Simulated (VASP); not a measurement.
# TiAl3 (I4/mmm) in VASP: a series of runs

The runs below take TiAl3 through single point, with r2SCAN.

Everything below comes from runs of VASP 6.6.1. Logs are shortened: lines on timing, memory, paths and dates and some standing lists are left out, and cuts for length are marked.

**1. The cell of the first run**

It takes space group I4/mmm (No. 139, tetragonal). The conventional cell has a = 3.822 Å, b = 3.822 Å, c = 8.561 Å, α = 90.00°, β = 90.00°, γ = 90.00°. Within 3.6 Å of Ti (site symmetry 4/mmm) lie 12 Al at 2.70 to 2.87 Å. Al (site symmetry -4m2) has 8 Al at 2.70 to 2.87 Å and 4 Ti at 2.87 Å within 3.6 Å. Within 3.6 Å of Al (site symmetry 4/mmm) lie 4 Ti at 2.70 Å and 8 Al at 2.87 Å.

**2. Single point, r2SCAN**

File POSCAR:

```
TiAl3
1.0
   -1.9111067713      1.9111067713      4.2806687947
    1.9111067713     -1.9111067713      4.2806687947
    1.9111067713      1.9111067713     -4.2806687947
Ti Al
1 3
Direct
    0.0000000000      0.0000000000      0.0000000000
    0.2500000000      0.7500000000      0.5000000000
    0.7500000000      0.2500000000      0.5000000000
    0.5000000000      0.5000000000      0.0000000000
```

File INCAR.step1:

```
SYSTEM = TiAl3
ALGO     = Normal         ! electronic algorithm
EDIFF    = 1E-4           ! SCF threshold, eV
ENCUT    = 520            ! plane-wave cutoff, eV
GGA      = PE             ! functional
ISMEAR   = -1             ! smearing method
LASPH    = .True.         ! aspherical terms in the spheres
LCHARG   = .False.        ! write CHGCAR
LREAL    = .False.        ! projectors in reciprocal space
LWAVE    = .True.         ! write WAVECAR
NBANDS   = 18             ! bands
NELM     = 60             ! most SCF steps
PREC     = Accurate       ! precision mode
SIGMA    = 0.05           ! smearing width, eV
```

File INCAR.step2:

```
SYSTEM = TiAl3
ALGO     = Normal         ! electronic algorithm
EDIFF    = 1E-6           ! SCF threshold, eV
ENCUT    = 520            ! plane-wave cutoff, eV
ISIF     = 2              ! what is computed and relaxed
ISMEAR   = -1             ! smearing method
ISTART   = 1            
LASPH    = .True.         ! aspherical terms in the spheres
LCHARG   = .False.        ! write CHGCAR
LMIXTAU  = .True.       
LREAL    = .False.        ! projectors in reciprocal space
LWAVE    = .False.        ! write WAVECAR
METAGGA  = R2SCAN         ! meta-GGA
NBANDS   = 18             ! bands
NELM     = 60             ! most SCF steps
PREC     = Accurate       ! precision mode
SIGMA    = 0.05           ! smearing width, eV
```

File KPOINTS:

```
k-points
0
Gamma
  10 10 10
  0 0 0
```

Potentials or basis: VASP PAW PBE potentials, release 64 (Ti_sv, Al).

On the command line:

```
$ cat potpaw_PBE.64/Ti_sv/POTCAR potpaw_PBE.64/Al/POTCAR > POTCAR
$ cp INCAR.step1 INCAR
$ mpirun -np 1 vasp_std > vasp.out
$ cp INCAR.step2 INCAR
$ mpirun -np 1 vasp_std > vasp.out
```

OUTCAR:

```text
SYSTEM = TiAl3
   EDIFF = 1E-6
   ENCUT = 520
   ISIF = 2
   ISMEAR = -1
   ISTART = 1
   LASPH = .True.
   LREAL = .False.
   METAGGA = R2SCAN
   NELM = 60
   PREC = Accurate

 ion  position               nearest neighbor table
   1  0.000  0.000  0.000-   4 2.70   4 2.70   4 2.70   4 2.70   3 2.87   2 2.87   3 2.87   2 2.87
                             3 2.87   3 2.87   2 2.87   2 2.87
   2  0.250  0.750  0.500-   3 2.70   3 2.70   3 2.70   3 2.70   4 2.87   1 2.87   4 2.87   4 2.87
                             1 2.87   1 2.87   4 2.87   1 2.87
   3  0.750  0.250  0.500-   2 2.70   2 2.70   2 2.70   2 2.70   4 2.87   1 2.87   4 2.87   1 2.87
                             4 2.87   4 2.87   1 2.87   1 2.87
   4  0.500  0.500  0.000-   1 2.70   1 2.70   1 2.70   1 2.70   3 2.87   2 2.87   3 2.87   3 2.87
                             2 2.87   2 2.87   3 2.87   2 2.87

  LATTYP: Found a body centered tetragonal cell.
 ALAT       =     3.8222135426
 C/A-ratio  =     2.2398899208

  Lattice vectors:

 A1 = (  -1.9111067713,   1.9111067713,   4.2806687947)
 A2 = (   1.9111067713,  -1.9111067713,   4.2806687947)
 A3 = (   1.9111067713,   1.9111067713,  -4.2806687947)

Analysis of symmetry for initial positions (statically):
=====================================================================
 Subroutine PRICEL returns:
 Original cell was already a primitive cell.

 Routine SETGRP: Setting up the symmetry group for a
 body centered tetragonal supercell.

 Subroutine GETGRP returns: Found 16 space group operations
 (whereof 16 operations were pure point group operations)
 out of a pool of 16 trial point group operations.

The static configuration has the point symmetry D_4h.

Analysis of symmetry for dynamics (positions and initial velocities):
=====================================================================
 Subroutine PRICEL returns:
 Original cell was already a primitive cell.

 Routine SETGRP: Setting up the symmetry group for a
 body centered tetragonal supercell.

 Subroutine GETGRP returns: Found 16 space group operations
 (whereof 16 operations were pure point group operations)
 out of a pool of 16 trial point group operations.

The dynamic configuration has the point symmetry D_4h.

 Subroutine INISYM returns: Found 16 space group operations
 (whereof 16 operations are pure point group operations),
 and found     1 'primitive' translations

----------------------------------------------------------------------------------------

                                     Primitive cell

  volume of cell :      62.5376

  direct lattice vectors                    reciprocal lattice vectors
    -1.911106771  1.911106771  4.280668795     0.000000000  0.261628501  0.116804178
     1.911106771 -1.911106771  4.280668795     0.261628501  0.000000000  0.116804178
     1.911106771  1.911106771 -4.280668795     0.261628501  0.261628501  0.000000000

  length of vectors
     5.062487878  5.062487878  5.062487878     0.286518217  0.286518217  0.369998575

  position of ions in fractional coordinates (direct lattice)
     0.000000000  0.000000000  0.000000000
     0.250000000  0.750000000  0.500000000
     0.750000000  0.250000000  0.500000000
     0.500000000  0.500000000  0.000000000

  ion indices of the primitive-cell ions
   primitive index   ion index
                 1           1
                 2           2
                 3           3
                 4           4

----------------------------------------------------------------------------------------

 KPOINTS: k-points

Automatic generation of k-mesh.
 Grid dimensions read from file:
 generate k-points for:   10   10   10

 Generating k-lattice:

  Cartesian coordinates                     Fractional coordinates (reciprocal lattice)
     0.000000000  0.026162850  0.011680418     0.100000000  0.000000000  0.000000000
     0.026162850  0.000000000  0.011680418     0.000000000  0.100000000  0.000000000
     0.026162850  0.026162850  0.000000000     0.000000000  0.000000000  0.100000000

  Length of vectors
     0.028651822  0.028651822  0.036999857

  Shift w.r.t. Gamma in fractional coordinates (k-lattice)
     0.000000000  0.000000000  0.000000000

 Subroutine IBZKPT returns following result:
 ===========================================

 Found    102 irreducible k-points:

 Following reciprocal coordinates:
            Coordinates               Weight
  0.000000  0.000000  0.000000      1.000000
  0.100000  0.000000 -0.000000      8.000000
  0.200000  0.000000 -0.000000      8.000000
  0.300000  0.000000 -0.000000      8.000000
  0.400000  0.000000  0.000000      8.000000
  0.500000  0.000000 -0.000000      4.000000
[... 16 lines left out ...]
  0.300000  0.300000  0.000000      8.000000
  0.400000  0.300000 -0.000000     16.000000
 [... further k-points ...]
   k-points           NKPTS =    102   k-points in BZ     NKDIM =    102   number of bands    NBANDS=     18
   number of dos      NEDOS =    301   number of ions     NIONS =      4
   total plane-waves  NPLWV =  64000
   dimension x,y,z NGX =    40 NGY =   40 NGZ =   40
   dimension x,y,z NGXF=    80 NGYF=   80 NGZF=   80
   ions per type =               1   3
   NGX,Y,Z   is equivalent  to a cutoff of  13.14, 13.14, 13.14 a.u.
   NGXF,Y,Z  is equivalent  to a cutoff of  26.27, 26.27, 26.27 a.u.
 SYSTEM =  TiAl3
   PREC   = accura    normal or accurate (medium, high low for compatibility)
   ISTART =      1    job   : 0-new  1-cont  2-samecut
   ICHARG =      0    charge: 1-file 2-atom 10-const
   ISPIN  =      1    spin polarized calculation?
   LNONCOLLINEAR =      F non collinear calculations
   LSORBIT =      F    spin-orbit coupling
   LASPH  =      T    aspherical Exc in radial PAW
   ENCUT  =  520.0 eV  38.22 Ry    6.18 a.u.   9.41  9.41  9.41*2*pi/ulx,y,z
   NELM   =     60;   NELMIN=  2; NELMDL=  0     # of ELM steps
   EDIFF  = 0.1E-05   stopping-criterion for ELM
   LREAL  =      F    real-space projection
   EDIFFG = 0.1E-04   stopping-criterion for IOM
   NSW    =      0    number of steps for IOM
   IBRION =     -1    ionic relax: 0-MD 1-quasi-New 2-CG
   NFREE  =      0    steps in history (QN), initial steepest desc. (CG)
   ISIF   =      2    stress and relaxation
   ISYM   =      2    0-nonsym 1-usesym 2-fastsym
   POTIM  = 0.5000    time-step for ionic-motion
   TEBEG  =    0.0;   TEEND  =   0.0 temperature during run
   PSTRESS=    0.0 pullay stress
   NELECT =      21.0000    total number of electrons
   NUPDOWN=      -1.0000    fix difference up-down
   EMIN   =  10.00;   EMAX   =-10.00  energy-range for DOS
   EFERMI =   0.00;   METHOD = LEGACY
   ISMEAR =    -1;   SIGMA  =   0.05  broadening in eV -4-tet -1-fermi 0-gaus
   EFERMI_NEDOS =   21; number of points for ismear=-14 and -15
   IALGO  =     38    algorithm
   IMIX   =      4    mixing-type and parameters
     AMIX     =   0.40;   BMIX     =  1.00
     AMIX_MAG =   1.60;   BMIX_MAG =  1.00
  volume/ion in A,a.u.               =      15.63       105.51
  Fermi-wavevector in a.u.,A,eV,Ry     =   1.137891  2.150303 17.616776  1.294796
  Thomas-Fermi vector in A             =   2.274596
   LORBIT       =      0    0 simple, 1 ext, 2 COOP (PROOUT), +10 PAW based schemes
   METAGGA = R2SCAN    functional components
   LHFCALC =     F    Hartree Fock is set to
   AEXX    =    0.0000 exact exchange contribution
   IVDW    =     0    specifies the selected vdW correction
   LEPSILON=     F    determine dielectric tensor
   LRPA    =     F    only Hartree local field effects (RPA)
 non-spin polarized calculation
  energy-cutoff  :      520.00
  volume of cell :       62.54
 maximum number of plane-waves:      1699
 NGX is ok and might be reduce to    40
   NGX = 19   NGY = 19   NGZ = 19

 number of electron      20.9999999 magnetization

 Free energy of the ion-electron system (eV)
  ---------------------------------------------------
  ext. energy  EPLUGINS =         0.00000000
  ---------------------------------------------------
  free energy    TOTEN  =       -34.91407678 eV

  energy without entropy =      -34.90167984  energy(sigma->0) =      -34.90787831

 E-fermi :   8.3587     XC(G=0): -11.5576

 val. band max:        8.3467964628   @ k =  -0.1000   0.1000   0.0000
 cond. band min:       8.3695682496   @ k =   0.5000   0.5000   0.3000
 fundamental gap:      0.0227717868
 Fermi energy:         8.3587404205

 k-point     1 :       0.0000    0.0000    0.0000
  band No.  band energies     occupation
      1     -50.4448      2.00000
      2     -25.7160      2.00000
      3     -25.7160      2.00000
      4     -25.6472      2.00000
      5      -2.3831      2.00000
      6       5.3926      2.00000
[... 10 lines left out ...]
     17      12.4395      0.00000
     18      12.4586      0.00000

 k-point     2 :       0.1000    0.0000   -0.0000
  band No.  band energies     occupation
      1     -50.4447      2.00000
      2     -25.7189      2.00000
      3     -25.7158      2.00000
      4     -25.6471      2.00000
      5      -2.2509      2.00000
      6       4.8133      2.00000
[... 10 lines left out ...]
     17      12.4926      0.00000
     18      13.1464      0.00000

 k-point     3 :       0.2000    0.0000   -0.0000
  band No.  band energies     occupation
      1     -50.4443      2.00000
      2     -25.7266      2.00000
      3     -25.7153      2.00000
      4     -25.6468      2.00000
      5      -1.8580      2.00000
      6       4.2002      2.00000
[... 10 lines left out ...]
     17      12.7612      0.00000
     18      14.4429      0.00000

 k-point     4 :       0.3000    0.0000   -0.0000
  band No.  band energies     occupation
      1     -50.4439      2.00000
      2     -25.7360      2.00000
      3     -25.7147      2.00000
      4     -25.6463      2.00000
      5      -1.2164      2.00000
      6       3.2421      2.00000
[... 10 lines left out ...]
     17      13.4174      0.00000
     18      14.0526      0.00000

 k-point     5 :       0.4000    0.0000    0.0000
  band No.  band energies     occupation
      1     -50.4435      2.00000
      2     -25.7436      2.00000
      3     -25.7141      2.00000
      4     -25.6460      2.00000
      5      -0.3487      2.00000
      6       1.9893      2.00000
[... 10 lines left out ...]
     17      13.2679      0.00000
     18      14.7566      0.00000

 k-point     6 :       0.5000    0.0000   -0.0000
  band No.  band energies     occupation
      1     -50.4433      2.00000
      2     -25.7465      2.00000
      3     -25.7139      2.00000
      4     -25.6459      2.00000
      5       0.5532      2.00000
      6       0.9357      2.00000
[... 307 lines left out ...]
 k-point    21 :      -0.3000    0.2000    0.0000
  band No.  band energies     occupation
      1     -50.4434      2.00000
      2     -25.7348      2.00000
      3     -25.7247      2.00000
      4     -25.6451      2.00000
      5      -0.9607      2.00000
      6       4.0453      2.00000
[... 10 lines left out ...]
     17      12.2672      0.00000
     18      15.3220      0.00000

 k-point    22 :      -0.2000    0.2000    0.0000
  band No.  band energies     occupation
      1     -50.4438      2.00000
      2     -25.7262      2.00000
      3     -25.7249      2.00000
      4     -25.6457      2.00000
      5      -1.5114      2.00000
      6       5.0400      2.00000
[... 10 lines left out ...]
     17      12.7057      0.00000
     18      14.7725      0.00000

 k-point    23 :       0.3000    0.3000    0.0000
  band No.  band energies     occupation
      1     -50.4429      2.00000
      2     -25.7341      2.00000
      3     -25.7334      2.00000
      4     -25.6451      2.00000
      5       0.2229      2.00000
      6       2.9345      2.00000
[... 10 lines left out ...]
     17      14.3181      0.00000
     18      14.8514      0.00000

 k-point    24 :       0.4000    0.3000   -0.0000
  band No.  band energies     occupation
      1     -50.4426      2.00000
      2     -25.7410      2.00000
      3     -25.7329      2.00000
      4     -25.6444      2.00000
      5       1.1003      2.00000
      6       2.2885      2.00000
[... 10 lines left out ...]
     17      13.4858      0.00000
     18      14.7656      0.00000

 [... further k-points ...]
[... 5 lines left out ...]
  --------------------------------------------------------------------------------------
  -------------------------------------------------------------------------------------
  Total        0.0478262      0.0478262     -0.0656017      0.0000000      0.0000000      0.0000000
  in kB        1.2252780      1.2252780     -1.6806778      0.0000000      0.0000000      0.0000000
  external PRESSURE =       0.2566260 kB  Pullay stress =       0.0000000 kB

 VOLUME and BASIS-vectors are now :
 -----------------------------------------------------------------------------
  energy-cutoff  :      520.00
  volume of cell :       62.54
      direct lattice vectors                 reciprocal lattice vectors
    -1.911106771  1.911106771  4.280668795     0.000000000  0.261628501  0.116804178
     1.911106771 -1.911106771  4.280668795     0.261628501  0.000000000  0.116804178
     1.911106771  1.911106771 -4.280668795     0.261628501  0.261628501  0.000000000

 POSITION                                       TOTAL-FORCE (eV/Angst)
 -----------------------------------------------------------------------------------
      0.00000      0.00000      0.00000         0.000000     -0.000000     -0.000000
      1.91111      0.00000      2.14033        -0.000000     -0.000000      0.000000
      0.00000      1.91111      2.14033         0.000000      0.000000     -0.000000
      0.00000      0.00000      4.28067         0.000000     -0.000000     -0.000000
 -----------------------------------------------------------------------------------
    total drift:                               -0.000000     -0.000000     -0.000000

  FREE ENERGIE OF THE ION-ELECTRON SYSTEM (eV)
  ---------------------------------------------------
  free  energy   TOTEN  =       -34.9140767834 eV

  energy  without entropy=      -34.9016798365  energy(sigma->0) =      -34.90787831
```

It took 9.8 min on 1 thread of Intel Xeon Platinum 8124M at 3.00GHz (Skylake/Cascade Lake), shared host; peak memory 0.32 GiB.

What came out:

| Item | Value |
| --- | --- |
| Free energy | -34.9141 eV |
| Pressure | 0.0 GPa |
| Band gap on the k mesh | zero (an odd number of electrons rules out a gap without spin polarisation) |

Caveat: the PAW data sets were made with another functional, which shifts forces and pressure a little.

**3. Single point, r2SCAN**

This run uses another cell than the first one, of 15.95 Å³/atom.

File POSCAR:

```
TiAl3
1.0
   -1.9237634764      1.9237634764      4.3090184209
    1.9237634764     -1.9237634764      4.3090184209
    1.9237634764      1.9237634764     -4.3090184209
Ti Al
1 3
Direct
    0.0000000000      0.0000000000      0.0000000000
    0.2500000000      0.7500000000      0.5000000000
    0.7500000000      0.2500000000      0.5000000000
    0.5000000000      0.5000000000      0.0000000000
```

File INCAR.step1:

```
SYSTEM = TiAl3
  PREC = Accurate
  ENCUT = 520
  ISMEAR = -1
  SIGMA = 0.05
  LREAL = .False.
  LASPH = .True.
  NELM = 80
  NBANDS = 18
  GGA = PE
  ALGO = Normal
  EDIFF = 1E-4
  LWAVE = .True.
  LCHARG = .False.
```

File INCAR.step2:

```
SYSTEM = TiAl3
  PREC = Accurate
  ENCUT = 520
  EDIFF = 1E-7
  ISMEAR = -1
  SIGMA = 0.05
  LREAL = .False.
  LASPH = .True.
  NELM = 80
  ALGO = Normal
  ISIF = 2
  LWAVE = .False.
  LCHARG = .False.
  METAGGA = R2SCAN
  LMIXTAU = .True.
  NBANDS = 18
  ISTART = 1
```

File KPOINTS:

```
regular mesh
0
Gamma
  10 10 10
  0 0 0
```

Potentials or basis: VASP PAW PBE potentials, release 64 (Ti_sv, Al).

On the command line:

```
$ cat potpaw_PBE.64/Ti_sv/POTCAR potpaw_PBE.64/Al/POTCAR > POTCAR
$ cp INCAR.step1 INCAR
$ mpirun -np 1 vasp_std > vasp.out
$ cp INCAR.step2 INCAR
$ mpirun -np 1 vasp_std > vasp.out
```

Run time: 11 min. Hardware: 1 thread of Intel Xeon Platinum 8124M at 3.00GHz (Skylake/Cascade Lake), shared host; peak memory 0.33 GiB.

Results (log left out):

| Quantity | Value |
| --- | --- |
| Free energy | -34.9056 eV |
| Pressure | -2.2 GPa |
| Band gap on the k mesh | zero (an odd number of electrons rules out a gap without spin polarisation) |

Stress tensor (GPa, compression positive):
```
-2.13  0.00  0.00
 0.00 -2.13  0.00
 0.00  0.00 -2.31
```

Levels at points of the mesh, in eV from the Fermi level:
```tsv
k point	band 8	band 9	band 10	band 11	band 12	band 13	band 14	band 15
(0.00, 0.00, 0.00)	-1.42	-1.29	-1.29	0.85	1.72	1.72	2.19	2.76
(0.50, 0.00, 0.00)	-3.14	-1.13	-0.25	0.56	2.02	2.13	2.86	3.28
(0.50, 0.50, 0.00)	-4.07	-3.00	-2.33	-1.03	1.90	2.19	2.74	2.93
(0.50, 0.50, 0.50)	-1.05	-1.05	-0.26	0.78	0.78	0.98	3.19	5.12
```

Caveat: the PAW data sets were made with another functional, which shifts forces and pressure a little.

(Part 1 of 2 ends here.)

The gap in the log of VASP goes by the Fermi energy; the results here count the filled bands.